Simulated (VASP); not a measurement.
# GaN (CsCl type) (Pm-3m) in VASP: notebook

GaN (CsCl type) is run at these levels: PBE; tasks: density of states.

Program: VASP 6.6.1. These are calculated values, not measurements. Logs are shortened: lines on timing, memory, paths and dates and some standing lists are left out, and cuts for length are marked.

## (1) The cell of the first run

The structure is cubic, space group Pm-3m (No. 221). Conventional cell: a = 2.687 Å, b = 2.687 Å, c = 2.687 Å, α = 90.00°, β = 90.00°, γ = 90.00°. Within 3.1 Å of Ga (site symmetry m-3m) lie 8 N at 2.33 Å and 6 Ga at 2.69 Å. N (site symmetry m-3m) has 8 Ga at 2.33 Å and 6 N at 2.69 Å within 3.1 Å.

## (2) Density of states, PBE (volume scaled by 0.94)

POSCAR

```
GaN
1.0
    2.6872031047      0.0000000000      0.0000000000
    0.0000000000      2.6872031047      0.0000000000
    0.0000000000      0.0000000000      2.6872031047
Ga N
1 1
Direct
    0.0000000000      0.0000000000      0.0000000000
    0.5000000000      0.5000000000      0.5000000000
```

INCAR.step1

```
ALGO = Normal
EDIFF = 1E-7
ENCUT = 520
GGA = PE
ISIF = 2
ISMEAR = -1
LASPH = True
LCHARG = True
LREAL = False
LWAVE = False
NBANDS = 16
NELM = 80
PREC = Accurate
SIGMA = 0.08
```

KPOINTS.step1

```
k-points
0
Gamma
  14 14 14
```

INCAR.step2

```
ALGO = Normal
EDIFF = 1E-7
ENCUT = 520
GGA = PE
ICHARG = 11
ISIF = 2
ISMEAR = -5
LASPH = True
LCHARG = False
LORBIT = 11
LREAL = False
LWAVE = False
NBANDS = 16
NEDOS = 2001
NELM = 80
PREC = Accurate
SIGMA = 0.08
```

KPOINTS.step2

```
k-points
0
Gamma
  21 21 21
```

Potentials or basis: VASP PAW PBE potentials, release 64 (Ga_d, N).

On the command line:

```bash
> cat potpaw_PBE.64/Ga_d/POTCAR potpaw_PBE.64/N/POTCAR > POTCAR
> cp INCAR.step1 INCAR
> cp KPOINTS.step1 KPOINTS
> mpirun -np 1 vasp_std > vasp.out
> cp INCAR.step2 INCAR
> cp KPOINTS.step2 KPOINTS
> mpirun -np 1 vasp_std > vasp.out
```

OUTCAR:

```text
EDIFF = 1E-7
   ENCUT = 520
   GGA = PE
   ICHARG = 11
   ISIF = 2
   ISMEAR = -5
   LASPH = True
   LORBIT = 11
   LREAL = False
   NELM = 80
   PREC = Accurate

 ion  position               nearest neighbor table
   1  0.000  0.000  0.000-   2 2.33   2 2.33   2 2.33   2 2.33   2 2.33   2 2.33   2 2.33   2 2.33

   2  0.500  0.500  0.500-   1 2.33   1 2.33   1 2.33   1 2.33   1 2.33   1 2.33   1 2.33   1 2.33

  LATTYP: Found a simple cubic cell.
 ALAT       =     2.6872031047

  Lattice vectors:

 A1 = (   2.6872031047,   0.0000000000,   0.0000000000)
 A2 = (   0.0000000000,   2.6872031047,   0.0000000000)
 A3 = (   0.0000000000,   0.0000000000,   2.6872031047)

Analysis of symmetry for initial positions (statically):
=====================================================================
 Subroutine PRICEL returns:
 Original cell was already a primitive cell.

 Routine SETGRP: Setting up the symmetry group for a
 simple cubic supercell.

 Subroutine GETGRP returns: Found 48 space group operations
 (whereof 48 operations were pure point group operations)
 out of a pool of 48 trial point group operations.

The static configuration has the point symmetry O_h .

Analysis of symmetry for dynamics (positions and initial velocities):
=====================================================================
 Subroutine PRICEL returns:
 Original cell was already a primitive cell.

 Routine SETGRP: Setting up the symmetry group for a
 simple cubic supercell.

 Subroutine GETGRP returns: Found 48 space group operations
 (whereof 48 operations were pure point group operations)
 out of a pool of 48 trial point group operations.

The dynamic configuration has the point symmetry O_h .

 Subroutine INISYM returns: Found 48 space group operations
 (whereof 48 operations are pure point group operations),
 and found     1 'primitive' translations

----------------------------------------------------------------------------------------

                                     Primitive cell

  volume of cell :      19.4045

  direct lattice vectors                    reciprocal lattice vectors
     2.687203105  0.000000000  0.000000000     0.372134134  0.000000000  0.000000000
     0.000000000  2.687203105  0.000000000     0.000000000  0.372134134  0.000000000
     0.000000000  0.000000000  2.687203105     0.000000000  0.000000000  0.372134134

  length of vectors
     2.687203105  2.687203105  2.687203105     0.372134134  0.372134134  0.372134134

[... 83 lines left out ...]
   LREAL  =      F    real-space projection
   EDIFFG = 0.1E-05   stopping-criterion for IOM
   NSW    =      0    number of steps for IOM
   IBRION =     -1    ionic relax: 0-MD 1-quasi-New 2-CG
   NFREE  =      0    steps in history (QN), initial steepest desc. (CG)
   ISIF   =      2    stress and relaxation
   ISYM   =      2    0-nonsym 1-usesym 2-fastsym
   POTIM  = 0.5000    time-step for ionic-motion
   TEBEG  =    0.0;   TEEND  =   0.0 temperature during run
   PSTRESS=    0.0 pullay stress
   NELECT =      18.0000    total number of electrons
   NUPDOWN=      -1.0000    fix difference up-down
   EMIN   =  10.00;   EMAX   =-10.00  energy-range for DOS
   EFERMI =   0.00;   METHOD = LEGACY
   ISMEAR =    -5;   SIGMA  =   0.08  broadening in eV -4-tet -1-fermi 0-gaus
   EFERMI_NEDOS =   21; number of points for ismear=-14 and -15
   IALGO  =     38    algorithm
   IMIX   =      4    mixing-type and parameters
     AMIX     =   0.40;   BMIX     =  1.00
     AMIX_MAG =   1.60;   BMIX_MAG =  1.00
  volume/ion in A,a.u.               =       9.70        65.47
  Fermi-wavevector in a.u.,A,eV,Ry     =   1.596609  3.017153 34.683421  2.549160
  Thomas-Fermi vector in A             =   2.694345
   LORBIT       =     11    0 simple, 1 ext, 2 COOP (PROOUT), +10 PAW based schemes
   GGA     = PE    functional components
   LHFCALC =     F    Hartree Fock is set to
   AEXX    =    0.0000 exact exchange contribution
   IVDW    =     0    specifies the selected vdW correction
   LEPSILON=     F    determine dielectric tensor
   LRPA    =     F    only Hartree local field effects (RPA)
 non-spin polarized calculation
 Fermi weights with tetrahedron method with Bloechl corrections
  energy-cutoff  :      520.00
  volume of cell :       19.40
 maximum number of plane-waves:       536
 NGX is ok and might be reduce to    20

 number of electron      18.0000009 magnetization

 Free energy of the ion-electron system (eV)
  ---------------------------------------------------
  ext. energy  EPLUGINS =         0.00000000
  ---------------------------------------------------
  free energy    TOTEN  =        -8.89251689 eV

  energy without entropy =       -8.89251689  energy(sigma->0) =       -8.89251689

 E-fermi :   8.4070     XC(G=0): -13.0806

 val. band max:        8.4827650507   @ k =   0.4762   0.0000   0.0000
 cond. band min:       8.3485886986   @ k =   0.4286   0.3810   0.0952
 fundamental gap:     -0.1341763521
 Fermi energy:         8.4069844196

 k-point     1 :       0.0000    0.0000    0.0000
  band No.  band energies     occupation
      1      -9.2169      2.00000
      2      -7.0155      2.00000
      3      -7.0155      2.00000
      4      -6.4391      2.00000
      5      -6.4391      2.00000
      6      -6.4391      2.00000
[... 433 lines left out ...]
      3      -6.8877      2.00000
      4      -6.5062      2.00000
      5      -6.5039      2.00000
      6      -6.4498      2.00000
[... 8 lines left out ...]
     15      25.5571      0.00000
     16      30.1709      0.00000

 [... further k-points ...]
[... 5 lines left out ...]
  --------------------------------------------------------------------------------------
  -------------------------------------------------------------------------------------
  Total        0.9387023      0.9387023      0.9387023      0.0000000     -0.0000000      0.0000000
  in kB       77.5062934     77.5062934     77.5062934      0.0000000     -0.0000000      0.0000000
  external PRESSURE =      77.5062934 kB  Pullay stress =       0.0000000 kB

 VOLUME and BASIS-vectors are now :
 -----------------------------------------------------------------------------
  energy-cutoff  :      520.00
  volume of cell :       19.40
      direct lattice vectors                 reciprocal lattice vectors
     2.687203105  0.000000000  0.000000000     0.372134134  0.000000000  0.000000000
     0.000000000  2.687203105  0.000000000     0.000000000  0.372134134  0.000000000
     0.000000000  0.000000000  2.687203105     0.000000000  0.000000000  0.372134134

 POSITION                                       TOTAL-FORCE (eV/Angst)
 -----------------------------------------------------------------------------------
      0.00000      0.00000      0.00000         0.000000      0.000000      0.000000
      1.34360      1.34360      1.34360         0.000000      0.000000      0.000000
 -----------------------------------------------------------------------------------
    total drift:                                0.000000      0.000000      0.000000

  FREE ENERGIE OF THE ION-ELECTRON SYSTEM (eV)
  ---------------------------------------------------
  free  energy   TOTEN  =        -8.8925168863 eV

  energy  without entropy=       -8.8925168863  energy(sigma->0) =       -8.89251689

 total charge

# of ion       s       p       d       tot
------------------------------------------
    1        0.797   0.614  10.111  11.522
    2        1.314   2.289   0.000   3.603
--------------------------------------------------
tot          2.112   2.903  10.111  15.125
```

OUTCAR.step1:

```text
EDIFF = 1E-7
   ENCUT = 520
   GGA = PE
   ISIF = 2
   ISMEAR = -1
[... 678 lines left out ...]
 -----------------------------------------------------------------------------------
      0.00000      0.00000      0.00000         0.000000      0.000000      0.000000
      1.34360      1.34360      1.34360         0.000000      0.000000      0.000000
 -----------------------------------------------------------------------------------
    total drift:                                0.000000      0.000000      0.000000

  FREE ENERGIE OF THE ION-ELECTRON SYSTEM (eV)
  ---------------------------------------------------
  free  energy   TOTEN  =        -8.9048356927 eV

  energy  without entropy=       -8.8814019509  energy(sigma->0) =       -8.89311882
```

It took 71 s on 1 thread of Intel Xeon Platinum 8259CL at 2.50GHz (Skylake/Cascade Lake), shared host; peak memory 0.2 GiB.

Results:

```yaml
Valence_electrons_inside_the_program's_atomic_spheres: Ga 11.52; N 3.60
```

Levels at points of the mesh, in eV from the Fermi level:
| k point | band 6 | band 7 | band 8 | band 9 | band 10 | band 11 | band 12 | band 13 |
| --- | --- | --- | --- | --- | --- | --- | --- | --- |
| (0.00, 0.00, 0.00) | -14.85 | -1.39 | -1.39 | -1.39 | -1.39 | 10.05 | 10.05 | 14.32 |

Caveat: the cell differs from its parent crystal (volume scaled by 0.94); tetrahedron occupations give inexact forces and stress in metals.

## (3) Density of states, PBE

This run uses another cell than the first one, of 10.32 Å³/atom, 1.064 times its volume.

POSCAR

```
GaN
1.0
    2.7432025431      0.0000000000      0.0000000000
    0.0000000000      2.7432025431      0.0000000000
    0.0000000000      0.0000000000      2.7432025431
Ga N
1 1
Direct
    0.0000000000      0.0000000000      0.0000000000
    0.5000000000      0.5000000000      0.5000000000
```

INCAR.step1

```
  ALGO = Normal
  EDIFF = 1E-6
  ENCUT = 520
  GGA = PE
  ISIF = 2
  ISMEAR = -1
  LASPH = True
  LCHARG = True
  LREAL = False
  LWAVE = False
  NBANDS = 16
  NELM = 100
  PREC = Accurate
  SIGMA = 0.08
```

KPOINTS.step1 is that of step 2.

INCAR.step2

```
  ALGO = Normal
  EDIFF = 1E-6
  ENCUT = 520
  GGA = PE
  ICHARG = 11
  ISIF = 2
  ISMEAR = -5
  LASPH = True
  LCHARG = False
  LORBIT = 11
  LREAL = False
  LWAVE = False
  NEDOS = 2001
  NELM = 100
  PREC = Accurate
  SIGMA = 0.08
```

KPOINTS.step2 is that of step 2.

Potentials or basis: VASP PAW PBE potentials, release 64 (Ga_d, N).

On the command line:

```bash
> cat potpaw_PBE.64/Ga_d/POTCAR potpaw_PBE.64/N/POTCAR > POTCAR
> cp INCAR.step1 INCAR
> cp KPOINTS.step1 KPOINTS
> mpirun -np 1 vasp_std > vasp.out
> cp INCAR.step2 INCAR
> cp KPOINTS.step2 KPOINTS
> mpirun -np 1 vasp_std > vasp.out
```

OUTCAR:

```text
EDIFF = 1E-6
   ENCUT = 520
   GGA = PE
   ICHARG = 11
   ISIF = 2
   ISMEAR = -5
   LASPH = True
   LORBIT = 11
   LREAL = False
   NELM = 100
   PREC = Accurate

 ion  position               nearest neighbor table
   1  0.000  0.000  0.000-
   2  0.500  0.500  0.500-

  LATTYP: Found a simple cubic cell.
 ALAT       =     2.7432025431

  Lattice vectors:

 A1 = (   2.7432025431,   0.0000000000,   0.0000000000)
 A2 = (   0.0000000000,   2.7432025431,   0.0000000000)
 A3 = (   0.0000000000,   0.0000000000,   2.7432025431)

Analysis of symmetry for initial positions (statically):
=====================================================================
 Subroutine PRICEL returns:
 Original cell was already a primitive cell.

 Routine SETGRP: Setting up the symmetry group for a
 simple cubic supercell.

 Subroutine GETGRP returns: Found 48 space group operations
 (whereof 48 operations were pure point group operations)
 out of a pool of 48 trial point group operations.

The static configuration has the point symmetry O_h .

Analysis of symmetry for dynamics (positions and initial velocities):
=====================================================================
 Subroutine PRICEL returns:
 Original cell was already a primitive cell.

 Routine SETGRP: Setting up the symmetry group for a
 simple cubic supercell.

 Subroutine GETGRP returns: Found 48 space group operations
 (whereof 48 operations were pure point group operations)
 out of a pool of 48 trial point group operations.

The dynamic configuration has the point symmetry O_h .

 Subroutine INISYM returns: Found 48 space group operations
 (whereof 48 operations are pure point group operations),
 and found     1 'primitive' translations

----------------------------------------------------------------------------------------

                                     Primitive cell

  volume of cell :      20.6430

  direct lattice vectors                    reciprocal lattice vectors
     2.743202543  0.000000000  0.000000000     0.364537428  0.000000000  0.000000000
[... 119 lines left out ...]
 non-spin polarized calculation
 Fermi weights with tetrahedron method with Bloechl corrections
  energy-cutoff  :      520.00
  volume of cell :       20.64
 maximum number of plane-waves:       587

 number of electron      18.0000017 magnetization

 Free energy of the ion-electron system (eV)
  ---------------------------------------------------
  ext. energy  EPLUGINS =         0.00000000
  ---------------------------------------------------
  free energy    TOTEN  =        -8.93368742 eV

  energy without entropy =       -8.93368742  energy(sigma->0) =       -8.93368742

 E-fermi :   7.5789     XC(G=0): -12.7349

 val. band max:        7.6641950811   @ k =   0.4762   0.0000   0.0000
 cond. band min:       7.5147954349   @ k =   0.4762   0.3333   0.0952
 fundamental gap:     -0.1493996462
 Fermi energy:         7.5788656235

 k-point     1 :       0.0000    0.0000    0.0000
  band No.  band energies     occupation
      1      -9.3903      2.00000
      2      -7.6796      2.00000
      3      -7.6796      2.00000
      4      -7.1855      2.00000
      5      -7.1855      2.00000
      6      -7.1855      2.00000
      7       5.7303      2.00000
      8       6.3212      2.00000
      9       6.3212      2.00000
     10       6.3212      2.00000
     11      17.5151      0.00000
     12      17.5151      0.00000
     13      21.1310      0.00000
[... 354 lines left out ...]
  band No.  band energies     occupation
      1      -8.7383      2.00000
      2      -7.6461      2.00000
      3      -7.5663      2.00000
      4      -7.2396      2.00000
      5      -7.2358      2.00000
      6      -7.1945      2.00000
      7       2.5727      2.00000
      8       5.6649      2.00000
      9       6.7876      2.00000
     10       9.1024      0.00000
     11      16.3052      0.00000
     12      17.5399      0.00000
     13      20.2768      0.00000

 [... further k-points ...]
[... 5 lines left out ...]
  --------------------------------------------------------------------------------------
  -------------------------------------------------------------------------------------
  Total       -0.2547166     -0.2547166     -0.2547166      0.0000000      0.0000000      0.0000000
  in kB      -19.7694303    -19.7694303    -19.7694303      0.0000000      0.0000000      0.0000000
  external PRESSURE =     -19.7694303 kB  Pullay stress =       0.0000000 kB

 VOLUME and BASIS-vectors are now :
 -----------------------------------------------------------------------------
  energy-cutoff  :      520.00
  volume of cell :       20.64
      direct lattice vectors                 reciprocal lattice vectors
     2.743202543  0.000000000  0.000000000     0.364537428  0.000000000  0.000000000
     0.000000000  2.743202543  0.000000000     0.000000000  0.364537428  0.000000000
     0.000000000  0.000000000  2.743202543     0.000000000  0.000000000  0.364537428

 POSITION                                       TOTAL-FORCE (eV/Angst)
 -----------------------------------------------------------------------------------
      0.00000      0.00000      0.00000         0.000000      0.000000      0.000000
      1.37160      1.37160      1.37160         0.000000      0.000000      0.000000
 -----------------------------------------------------------------------------------
    total drift:                               -0.000000      0.000000     -0.000000

  FREE ENERGIE OF THE ION-ELECTRON SYSTEM (eV)
  ---------------------------------------------------
  free  energy   TOTEN  =        -8.9336874234 eV

  energy  without entropy=       -8.9336874234  energy(sigma->0) =       -8.93368742

 total charge

# of ion       s       p       d       tot
------------------------------------------
    1        0.809   0.567  10.080  11.456
    2        1.318   2.241   0.000   3.559
--------------------------------------------------
tot          2.127   2.808  10.080  15.015
```

OSZICAR.step1:

```text
N       E                     dE             d eps       ncg     rms          rms(c)
DAV:   1     0.777977169086E+02    0.77798E+02   -0.92334E+03  4336   0.206E+03
DAV:   2    -0.564015696249E+01   -0.83438E+02   -0.77302E+02  4496   0.323E+02
DAV:   3    -0.105136423882E+02   -0.48735E+01   -0.48387E+01  4280   0.654E+01
DAV:   4    -0.105584821496E+02   -0.44840E-01   -0.44835E-01  4576   0.673E+00
DAV:   5    -0.105590237696E+02   -0.54162E-03   -0.54162E-03  4480   0.666E-01    0.717E+00
DAV:   6    -0.915228847634E+01    0.14067E+01   -0.72169E+00  5600   0.404E+01    0.344E+00
DAV:   7    -0.896573646573E+01    0.18655E+00   -0.42999E-01  4792   0.116E+01    0.134E+00
DAV:   8    -0.895674906678E+01    0.89874E-02   -0.15273E-01  3936   0.308E+00    0.961E-01
DAV:   9    -0.894802341776E+01    0.87256E-02   -0.19564E-02  4176   0.166E+00    0.202E-01
DAV:  10    -0.894816031853E+01   -0.13690E-03   -0.14882E-03  4552   0.287E-01    0.203E-01
DAV:  11    -0.894833687477E+01   -0.17656E-03   -0.20886E-04  4488   0.135E-01    0.235E-01
DAV:  12    -0.894825404505E+01    0.82830E-04   -0.54349E-05  5176   0.138E-01    0.248E-01
DAV:  13    -0.894817299748E+01    0.81048E-04   -0.18491E-04  3984   0.927E-02    0.892E-03
DAV:  14    -0.894817355623E+01   -0.55875E-06   -0.53414E-06  4248   0.207E-02
   1 F= -.89481736E+01 E0= -.89357906E+01  d E =-.247660E-01
```

Wall time 59 s (1 thread of Intel Xeon Platinum 8259CL at 2.50GHz (Skylake/Cascade Lake), shared host); peak memory 0.2 GiB.

Results:

```
Valence electrons inside the program's atomic spheres : Ga 11.46; N 3.56
```

Levels at points of the mesh, in eV from the Fermi level:
```tsv
k point	band 7	band 8	band 9	band 10	band 11	band 12
(0.00, 0.00, 0.00)	-1.85	-1.26	-1.26	-1.26	9.94	9.94
```

Caveat: tetrahedron occupations give inexact forces and stress in metals.
